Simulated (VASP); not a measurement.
Wanted: the native input for a VASP 6.6.1 run.

```yaml
Task: single point
Functional: PBE
Potentials_or_basis: VASP PAW PBE potentials, release 64 (Ga_d, O)
Cutoff: 520 eV
k_mesh: 6 × 6 × 6
Occupations: gaussian, width 0.01 eV
Spin: no spin polarisation
Dipole_correction: no
Further_INCAR_settings: ALGO = Normal; EDIFF = 1e-06; NBANDS = 55
```

The structure of Ga2O3 lies in POSCAR:

```
Ga2O3
1.0
    2.5539251064      1.4745093477      4.5859723341
   -2.5539251064      1.4745093477      4.5859723341
    0.0000000000     -2.9490186953      4.5859723341
Ga O
4 6
Direct
    0.8558408843      0.8558408843      0.8558408843
    0.3558408843      0.3558408843      0.3558408843
    0.1441591157      0.1441591157      0.1441591157
    0.6441591157      0.6441591157      0.6441591157
    0.4468690112      0.0531309888      0.7500000000
    0.0531309888      0.7500000000      0.4468690112
    0.5531309888      0.9468690112      0.2500000000
    0.2500000000      0.5531309888      0.9468690112
    0.9468690112      0.2500000000      0.5531309888
    0.7500000000      0.4468690112      0.0531309888
```

The input as run:

INCAR

```
SYSTEM = Ga2O3
PREC = Accurate
ENCUT = 520
EDIFF = 1E-6
ISMEAR = 0
SIGMA = 0.01
LREAL = .FALSE.
LASPH = .TRUE.
NELM = 80
ALGO = Normal
ISIF = 2
LWAVE = .FALSE.
LCHARG = .FALSE.
GGA = PE
NBANDS = 55
```

KPOINTS

```
regular mesh
0
G
  6 6 6
  0 0 0
```

Potentials or basis: VASP PAW PBE potentials, release 64 (Ga_d, O).

The run is started by

```sh
$ cat potpaw_PBE.64/Ga_d/POTCAR potpaw_PBE.64/O/POTCAR > POTCAR
$ mpirun -np 1 vasp_std > vasp.out
```

Results of the run:

```
Pressure               : -4.6 GPa
Largest force          : 0.008 eV/Å
Band gap on the k mesh : 2.09 eV (least direct gap 2.31 eV)
```

Caveat: the cell stands under tension.

Wall time 7.5 min on 1 thread of Intel Xeon 8259CL, on a shared host, peak memory 0.32 GiB.
